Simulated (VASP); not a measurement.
# LuH2 (Fm-3m) in VASP: notebook

Aim: see how the results for LuH2 move with the level of theory and the settings. Levels: LDA, PBEsol+D3(BJ), BLYP+D3(BJ). Tasks: single point, relaxation of cell and atoms.

Program: VASP 6.6.1. These are calculated values, not measurements. Logs are shortened: lines on timing, memory, paths and dates and some standing lists are left out, and cuts for length are marked.

## 1. The cell of the first run

The structure is cubic, space group Fm-3m (No. 225). Conventional cell: a = 4.910 Å, b = 4.910 Å, c = 4.910 Å, α = 90.00°, β = 90.00°, γ = 90.00°. Lu (site symmetry m-3m) has 8 H at 2.13 Å within 2.8 Å. H (site symmetry -43m) has 4 Lu at 2.13 Å and 6 H at 2.46 Å within 2.8 Å.

## 2. Single point, LDA

INCAR

```
ALGO = Normal
EDIFF = 1E-6
ENCUT = 520
GGA = CA
ISIF = 2
ISMEAR = 0
LASPH = T
LCHARG = T
LELF = T
LREAL = F
LVHAR = T
LWAVE = F
NBANDS = 20
NELM = 80
PREC = Accurate
SIGMA = 0.1
```

KPOINTS

```
k-points
0
Gamma
  11 11 11
```

POSCAR

```
LuH2
1.0
    0.0000000000      2.4550965995      2.4550965995
    2.4550965995      0.0000000000      2.4550965995
    2.4550965995      2.4550965995      0.0000000000
Lu H
1 2
Direct
    0.0000000000      0.0000000000      0.0000000000
    0.2500000000      0.2500000000      0.2500000000
    0.7500000000      0.7500000000      0.7500000000
```

Potentials or basis: VASP PAW PBE potentials, release 64 (Lu, H).

Started as:

```sh
$ cat potpaw_PBE.64/Lu/POTCAR potpaw_PBE.64/H/POTCAR > POTCAR
$ mpirun -np 1 vasp_std > vasp.out
```

OUTCAR:

```text
EDIFF = 1E-6
   ENCUT = 520
   GGA = CA
   ISIF = 2
   ISMEAR = 0
   LASPH = T
   LREAL = F
   NELM = 80
   PREC = Accurate

 ion  position               nearest neighbor table
   1  0.000  0.000  0.000-   3 2.13   3 2.13   3 2.13   2 2.13   3 2.13   2 2.13   2 2.13   2 2.13

   2  0.250  0.250  0.250-   1 2.13   1 2.13   1 2.13   1 2.13
   3  0.750  0.750  0.750-   1 2.13   1 2.13   1 2.13   1 2.13

  LATTYP: Found a face centered cubic cell.
 ALAT       =     4.9101931990

  Lattice vectors:

 A1 = (   0.0000000000,   2.4550965995,   2.4550965995)
 A2 = (   2.4550965995,   0.0000000000,   2.4550965995)
 A3 = (   2.4550965995,   2.4550965995,   0.0000000000)

Analysis of symmetry for initial positions (statically):
=====================================================================
 Subroutine PRICEL returns:
 Original cell was already a primitive cell.

 Routine SETGRP: Setting up the symmetry group for a
 face centered cubic supercell.

 Subroutine GETGRP returns: Found 48 space group operations
 (whereof 48 operations were pure point group operations)
 out of a pool of 48 trial point group operations.

The static configuration has the point symmetry O_h .

Analysis of symmetry for dynamics (positions and initial velocities):
=====================================================================
 Subroutine PRICEL returns:
 Original cell was already a primitive cell.

 Routine SETGRP: Setting up the symmetry group for a
 face centered cubic supercell.

 Subroutine GETGRP returns: Found 48 space group operations
 (whereof 48 operations were pure point group operations)
 out of a pool of 48 trial point group operations.

The dynamic configuration has the point symmetry O_h .

 Subroutine INISYM returns: Found 48 space group operations
 (whereof 48 operations are pure point group operations),
 and found     1 'primitive' translations

----------------------------------------------------------------------------------------

                                     Primitive cell

  volume of cell :      29.5962

  direct lattice vectors                    reciprocal lattice vectors
     0.000000000  2.455096600  2.455096600    -0.203657974  0.203657974  0.203657974
     2.455096600  0.000000000  2.455096600     0.203657974 -0.203657974  0.203657974
     2.455096600  2.455096600  0.000000000     0.203657974  0.203657974 -0.203657974

  length of vectors
     3.472030908  3.472030908  3.472030908     0.352745959  0.352745959  0.352745959

  position of ions in fractional coordinates (direct lattice)
     0.000000000  0.000000000  0.000000000
     0.250000000  0.250000000  0.250000000
     0.750000000  0.750000000  0.750000000

  ion indices of the primitive-cell ions
   primitive index   ion index
                 1           1
                 2           2
                 3           3

----------------------------------------------------------------------------------------

 KPOINTS: k-points

Automatic generation of k-mesh.
 Grid dimensions read from file:
 generate k-points for:   11   11   11

 Generating k-lattice:

  Cartesian coordinates                     Fractional coordinates (reciprocal lattice)
    -0.018514361  0.018514361  0.018514361     0.090909091  0.000000000  0.000000000
     0.018514361 -0.018514361  0.018514361     0.000000000  0.090909091  0.000000000
     0.018514361  0.018514361 -0.018514361     0.000000000  0.000000000  0.090909091

  Length of vectors
     0.032067814  0.032067814  0.032067814

  Shift w.r.t. Gamma in fractional coordinates (k-lattice)
     0.000000000  0.000000000  0.000000000

 Subroutine IBZKPT returns following result:
 ===========================================

 Found     56 irreducible k-points:

 Following reciprocal coordinates:
            Coordinates               Weight
  0.000000  0.000000  0.000000      1.000000
  0.090909  0.000000  0.000000      8.000000
  0.181818  0.000000  0.000000      8.000000
  0.272727  0.000000  0.000000      8.000000
  0.363636  0.000000  0.000000      8.000000
  0.454545  0.000000  0.000000      8.000000
[... 16 lines left out ...]
 -0.272727  0.181818  0.000000     24.000000
 -0.181818  0.181818  0.000000     12.000000
 [... further k-points ...]
   k-points           NKPTS =     56   k-points in BZ     NKDIM =     56   number of bands    NBANDS=     20
   number of dos      NEDOS =    301   number of ions     NIONS =      3
   total plane-waves  NPLWV =  21952
   dimension x,y,z NGX =    28 NGY =   28 NGZ =   28
   dimension x,y,z NGXF=    56 NGYF=   56 NGZF=   56
   ions per type =               1   2
   NGX,Y,Z   is equivalent  to a cutoff of  13.41, 13.41, 13.41 a.u.
   NGXF,Y,Z  is equivalent  to a cutoff of  26.81, 26.81, 26.81 a.u.
 SYSTEM =  unknown system
   PREC   = accura    normal or accurate (medium, high low for compatibility)
   ISTART =      0    job   : 0-new  1-cont  2-samecut
   ICHARG =      2    charge: 1-file 2-atom 10-const
   ISPIN  =      1    spin polarized calculation?
   LNONCOLLINEAR =      F non collinear calculations
   LSORBIT =      F    spin-orbit coupling
   LASPH  =      T    aspherical Exc in radial PAW
   ENCUT  =  520.0 eV  38.22 Ry    6.18 a.u.   6.46  6.46  6.46*2*pi/ulx,y,z
   NELM   =     80;   NELMIN=  2; NELMDL= -5     # of ELM steps
   EDIFF  = 0.1E-05   stopping-criterion for ELM
   LREAL  =      F    real-space projection
   EDIFFG = 0.1E-04   stopping-criterion for IOM
   NSW    =      0    number of steps for IOM
   IBRION =     -1    ionic relax: 0-MD 1-quasi-New 2-CG
   NFREE  =      0    steps in history (QN), initial steepest desc. (CG)
   ISIF   =      2    stress and relaxation
   ISYM   =      2    0-nonsym 1-usesym 2-fastsym
   POTIM  = 0.5000    time-step for ionic-motion
   TEBEG  =    0.0;   TEEND  =   0.0 temperature during run
   PSTRESS=    0.0 pullay stress
   NELECT =      27.0000    total number of electrons
   NUPDOWN=      -1.0000    fix difference up-down
   EMIN   =  10.00;   EMAX   =-10.00  energy-range for DOS
   EFERMI =   0.00;   METHOD = LEGACY
   ISMEAR =     0;   SIGMA  =   0.10  broadening in eV -4-tet -1-fermi 0-gaus
   EFERMI_NEDOS =   21; number of points for ismear=-14 and -15
   IALGO  =     38    algorithm
   IMIX   =      4    mixing-type and parameters
     AMIX     =   0.40;   BMIX     =  1.00
     AMIX_MAG =   1.60;   BMIX_MAG =  1.00
  volume/ion in A,a.u.               =       9.87        66.57
  Fermi-wavevector in a.u.,A,eV,Ry     =   1.587757  3.000427 34.299931  2.520974
  Thomas-Fermi vector in A             =   2.686866
   LORBIT       =      0    0 simple, 1 ext, 2 COOP (PROOUT), +10 PAW based schemes
   GGA     = CA    functional components
   LHFCALC =     F    Hartree Fock is set to
   AEXX    =    0.0000 exact exchange contribution
   IVDW    =     0    specifies the selected vdW correction
   LEPSILON=     F    determine dielectric tensor
   LRPA    =     F    only Hartree local field effects (RPA)
 non-spin polarized calculation
 Gauss-broadening in eV      SIGMA  =   0.10
  energy-cutoff  :      520.00
  volume of cell :       29.60
 maximum number of plane-waves:       821
 NGX is ok and might be reduce to    28
   NGX = 13   NGY = 13   NGZ = 13

 number of electron      26.9999999 magnetization

 Free energy of the ion-electron system (eV)
  ---------------------------------------------------
  ext. energy  EPLUGINS =         0.00000000
  ---------------------------------------------------
  free energy    TOTEN  =       -14.06678693 eV

  energy without entropy =      -14.06218522  energy(sigma->0) =      -14.06448608

 E-fermi :   2.5961     XC(G=0): -11.7580

 val. band max:        2.5857345583   @ k =   0.4545   0.2727   0.0909
 cond. band min:       2.6680342396   @ k =  -0.4545   0.1818   0.0000
 fundamental gap:      0.0822996812
 Fermi energy:         2.5961064139

 k-point     1 :       0.0000    0.0000    0.0000
  band No.  band energies     occupation
      1     -52.9937      2.00000
      2     -23.6729      2.00000
      3     -23.6729      2.00000
      4     -23.6729      2.00000
      5      -6.8609      2.00000
      6      -2.5157      2.00000
[... 12 lines left out ...]
     19      13.3816      0.00000
     20      15.5569      0.00000

 k-point     2 :       0.0909    0.0000    0.0000
  band No.  band energies     occupation
      1     -52.9912      2.00000
      2     -23.7226      2.00000
      3     -23.6788      2.00000
      4     -23.6788      2.00000
      5      -6.6491      2.00000
      6      -2.5197      2.00000
[... 12 lines left out ...]
     19      12.4513      0.00000
     20      16.0534      0.00000

 k-point     3 :       0.1818    0.0000    0.0000
  band No.  band energies     occupation
      1     -52.9842      2.00000
      2     -23.8533      2.00000
      3     -23.6946      2.00000
      4     -23.6946      2.00000
      5      -6.0636      2.00000
      6      -2.5302      2.00000
[... 12 lines left out ...]
     19      11.4025      0.00000
     20      16.0832      0.00000

 k-point     4 :       0.2727    0.0000    0.0000
  band No.  band energies     occupation
      1     -52.9752      2.00000
      2     -24.0185      2.00000
      3     -23.7151      2.00000
      4     -23.7151      2.00000
      5      -5.2674      2.00000
      6      -2.5362      2.00000
[... 12 lines left out ...]
     19      11.5320      0.00000
     20      13.5975      0.00000

 k-point     5 :       0.3636    0.0000    0.0000
  band No.  band energies     occupation
      1     -52.9668      2.00000
      2     -24.1649      2.00000
      3     -23.7339      2.00000
      4     -23.7339      2.00000
      5      -4.5527      2.00000
      6      -2.5121      2.00000
[... 12 lines left out ...]
     19      11.2635      0.00000
     20      13.1842      0.00000

 k-point     6 :       0.4545    0.0000    0.0000
  band No.  band energies     occupation
      1     -52.9618      2.00000
      2     -24.2497      2.00000
      3     -23.7451      2.00000
      4     -23.7451      2.00000
      5      -4.1948      2.00000
      6      -2.4703      2.00000
[... 12 lines left out ...]
     19       9.8886      0.00000
     20      14.6919      0.00000

 k-point     7 :       0.0909    0.0909    0.0000
  band No.  band energies     occupation
      1     -52.9903      2.00000
      2     -23.7235      2.00000
      3     -23.6886      2.00000
      4     -23.6886      2.00000
      5      -6.5767      2.00000
      6      -2.5215      2.00000
[... 12 lines left out ...]
     19      12.5241      0.00000
     20      15.7956      0.00000
[... 277 lines left out ...]
 k-point    20 :       0.4545    0.1818    0.0000
  band No.  band energies     occupation
      1     -52.9600      2.00000
      2     -24.1691      2.00000
      3     -23.8331      2.00000
      4     -23.7836      2.00000
      5      -3.7209      2.00000
      6      -2.5218      2.00000
[... 12 lines left out ...]
     19      10.6432      0.00000
     20      13.3951      0.00000

 k-point    21 :      -0.4545    0.1818    0.0000
  band No.  band energies     occupation
      1     -52.9572      2.00000
      2     -24.2027      2.00000
      3     -23.8665      2.00000
      4     -23.7775      2.00000
      5      -3.5294      2.00000
      6      -2.4724      2.00000
[... 12 lines left out ...]
     19      10.6459      0.00000
     20      13.3158      0.00000

 k-point    22 :      -0.3636    0.1818    0.0000
  band No.  band energies     occupation
      1     -52.9588      2.00000
      2     -24.1744      2.00000
      3     -23.8782      2.00000
      4     -23.7591      2.00000
      5      -3.6478      2.00000
      6      -2.4951      2.00000
[... 12 lines left out ...]
     19      10.8661      0.00000
     20      12.8195      0.00000

 k-point    23 :      -0.2727    0.1818    0.0000
  band No.  band energies     occupation
      1     -52.9644      2.00000
      2     -24.0983      2.00000
      3     -23.8583      2.00000
      4     -23.7340      2.00000
      5      -4.1486      2.00000
      6      -2.5433      2.00000
[... 12 lines left out ...]
     19      10.9591      0.00000
     20      12.3732      0.00000

 k-point    24 :      -0.1818    0.1818    0.0000
  band No.  band energies     occupation
      1     -52.9721      2.00000
      2     -24.0040      2.00000
      3     -23.8051      2.00000
      4     -23.7104      2.00000
      5      -4.9259      2.00000
      6      -2.5498      2.00000
[... 12 lines left out ...]
     19      11.3599      0.00000
     20      12.9534      0.00000

 [... further k-points ...]

------------------------ aborting loop because EDIFF is reached ----------------------------------------

  FORCE on cell =-STRESS in cart. coord.  units (eV):
  Direction    XX          YY          ZZ          XY          YZ          ZX
  --------------------------------------------------------------------------------------
  -------------------------------------------------------------------------------------
  Total        0.1234360      0.1234360      0.1234360     -0.0000000      0.0000000     -0.0000000
  in kB        6.6821555      6.6821555      6.6821555     -0.0000000      0.0000000     -0.0000000
  external PRESSURE =       6.6821555 kB  Pullay stress =       0.0000000 kB

 VOLUME and BASIS-vectors are now :
 -----------------------------------------------------------------------------
  energy-cutoff  :      520.00
  volume of cell :       29.60
      direct lattice vectors                 reciprocal lattice vectors
     0.000000000  2.455096600  2.455096600    -0.203657974  0.203657974  0.203657974
     2.455096600  0.000000000  2.455096600     0.203657974 -0.203657974  0.203657974
     2.455096600  2.455096600  0.000000000     0.203657974  0.203657974 -0.203657974

 POSITION                                       TOTAL-FORCE (eV/Angst)
 -----------------------------------------------------------------------------------
      0.00000      0.00000      0.00000         0.000000      0.000000      0.000000
      1.22755      1.22755      1.22755         0.000000      0.000000      0.000000
      3.68264      3.68264      3.68264        -0.000000     -0.000000     -0.000000
 -----------------------------------------------------------------------------------
    total drift:                               -0.000000     -0.000000     -0.000000

  FREE ENERGIE OF THE ION-ELECTRON SYSTEM (eV)
  ---------------------------------------------------
  free  energy   TOTEN  =       -14.0667869314 eV

  energy  without entropy=      -14.0621852218  energy(sigma->0) =      -14.06448608
```

Run time: 21 s. Hardware: 1 thread of Intel Xeon Platinum 8488C (Sapphire Rapids), shared host; peak memory 0.17 GiB.

What came out:

- Free energy: -14.0668 eV
- Pressure: 0.7 GPa
- Band gap on the k mesh: zero (an odd number of electrons rules out a gap without spin polarisation)

Levels at points of the mesh, in eV from the Fermi level:
| k point | band 9 | band 10 | band 11 | band 12 | band 13 | band 14 | band 15 | band 16 | band 17 | band 18 |
| --- | --- | --- | --- | --- | --- | --- | --- | --- | --- | --- |
| (0.00, 0.00, 0.00) | -4.74 | -4.66 | -4.66 | -4.66 | -0.12 | 1.41 | 1.41 | 1.41 | 4.44 | 4.44 |

Caveat: the PAW data sets were made with another functional, which shifts forces and pressure a little; spin-orbit coupling is left out, which moves the levels of the heavy elements; an odd number of electrons without spin polarisation forces a metal; a magnetic or distorted state may lie lower.

## 3. Single point, PBEsol+D3(BJ)

INCAR

```
SYSTEM = LuH2
PREC = Accurate
ENCUT = 520
EDIFF = 1E-6
ISMEAR = 0
SIGMA = 0.1
LREAL = .FALSE.
LASPH = .TRUE.
NELM = 80
ALGO = Normal
ISIF = 2
LWAVE = .FALSE.
LCHARG = .FALSE.
GGA = PS
IVDW = 12
NBANDS = 20
```

KPOINTS

```
regular mesh
0
G
  11 11 11
  0 0 0
```

POSCAR

```
LuH2
1.0
    0.0000000000      2.4536325058      2.4536325058
    2.4536325058      0.0000000000      2.4536325058
    2.4536325058      2.4536325058      0.0000000000
Lu H
1 2
Direct
    0.0000000000      0.0000000000      0.0000000000
    0.2500000000      0.2500000000      0.2500000000
    0.7500000000      0.7500000000      0.7500000000
```

Potentials or basis: VASP PAW PBE potentials, release 64 (Lu, H).

Started as:

```sh
$ cat potpaw_PBE.64/Lu/POTCAR potpaw_PBE.64/H/POTCAR > POTCAR
$ mpirun -np 1 vasp_std > vasp.out
```

OUTCAR:

```text
SYSTEM = LuH2
   PREC = Accurate
   ENCUT = 520
   EDIFF = 1E-6
   ISMEAR = 0
   LREAL = .FALSE.
   LASPH = .TRUE.
   NELM = 80
   ISIF = 2
   GGA = PS
   IVDW = 12
 IVDW          = 12

 ion  position               nearest neighbor table
   1  0.000  0.000  0.000-   3 2.12   3 2.12   3 2.12   2 2.12   3 2.12   2 2.12   2 2.12   2 2.12

   2  0.250  0.250  0.250-   1 2.12   1 2.12   1 2.12   1 2.12
   3  0.750  0.750  0.750-   1 2.12   1 2.12   1 2.12   1 2.12

  LATTYP: Found a face centered cubic cell.
 ALAT       =     4.9072650116

  Lattice vectors:
[... 744 lines left out ...]

 Edisp (eV)   -0.59113

 E8    (eV) :    -0.4018

  FORCE on cell =-STRESS in cart. coord.  units (eV):
  Direction    XX          YY          ZZ          XY          YZ          ZX
  --------------------------------------------------------------------------------------
  -------------------------------------------------------------------------------------
  Total       0.07113     0.07113     0.07113    -0.00000    -0.00000     0.00000
  in kB       3.85742     3.85742     3.85742    -0.00000    -0.00000     0.00000
  external pressure =        3.86 kB  Pullay stress =        0.00 kB

 VOLUME and BASIS-vectors are now :
 -----------------------------------------------------------------------------
  energy-cutoff  :      520.00
  volume of cell :       29.54
      direct lattice vectors                 reciprocal lattice vectors
     0.000000000  2.453632506  2.453632506    -0.203779498  0.203779498  0.203779498
     2.453632506  0.000000000  2.453632506     0.203779498 -0.203779498  0.203779498
     2.453632506  2.453632506  0.000000000     0.203779498  0.203779498 -0.203779498

 POSITION                                       TOTAL-FORCE (eV/Angst)
 -----------------------------------------------------------------------------------
      0.00000      0.00000      0.00000         0.000000      0.000000     -0.000000
      1.22682      1.22682      1.22682        -0.000000     -0.000000      0.000000
      3.68045      3.68045      3.68045         0.000000      0.000000     -0.000000
 -----------------------------------------------------------------------------------
    total drift:                               -0.000000     -0.000000      0.000000

  FREE ENERGIE OF THE ION-ELECTRON SYSTEM (eV)
  ---------------------------------------------------
  free  energy   TOTEN  =       -14.2784943726 eV

  energy  without entropy=      -14.2740382057  energy(sigma->0) =      -14.27626629
```

OSZICAR:

```text
N       E                     dE             d eps       ncg     rms          rms(c)
DAV:   1     0.914512476701E+02    0.91451E+02   -0.10714E+04  2876   0.439E+03
DAV:   2    -0.651248540343E+01   -0.97964E+02   -0.94714E+02  2356   0.401E+02
DAV:   3    -0.142072885135E+02   -0.76948E+01   -0.76236E+01  2536   0.803E+01
DAV:   4    -0.144714718122E+02   -0.26418E+00   -0.26307E+00  3080   0.129E+01
DAV:   5    -0.144774758568E+02   -0.60040E-02   -0.60028E-02  2684   0.181E+00    0.708E+00
DAV:   6    -0.138498041596E+02    0.62767E+00   -0.96734E-01  3620   0.247E+01    0.352E+00
DAV:   7    -0.136883792431E+02    0.16142E+00   -0.29342E-01  3352   0.628E+00    0.768E-01
DAV:   8    -0.136867358086E+02    0.16434E-02   -0.51046E-02  3428   0.148E+00    0.228E-01
DAV:   9    -0.136872413540E+02   -0.50555E-03   -0.15247E-03  3440   0.701E-01    0.930E-02
DAV:  10    -0.136873646254E+02   -0.12327E-03   -0.25860E-04  3716   0.200E-01    0.295E-02
DAV:  11    -0.136873658438E+02   -0.12184E-05   -0.21842E-05  2720   0.386E-02    0.109E-02
DAV:  12    -0.136873661026E+02   -0.25878E-06   -0.25170E-06  3072   0.507E-02
   1 F= -.14278494E+02 E0= -.14276266E+02  d E =-.445617E-02
```

Wall time 23 s (1 thread of Intel Xeon Platinum 8488C (Sapphire Rapids), shared host); peak memory 0.19 GiB.

What came out:

| Item | Value |
| --- | --- |
| Free energy | -14.2785 eV |
| Pressure | 0.4 GPa |
| Band gap on the k mesh | zero (an odd number of electrons rules out a gap without spin polarisation) |
| Dispersion energy per atom | -0.197 eV |

Caveat: the PAW data sets were made with another functional, which shifts forces and pressure a little; spin-orbit coupling is left out, which moves the levels of the heavy elements; an odd number of electrons without spin polarisation forces a metal; a magnetic or distorted state may lie lower.

(Part 1 of 3 ends here.)

The gap in the log of VASP goes by the Fermi energy; the results here count the filled bands.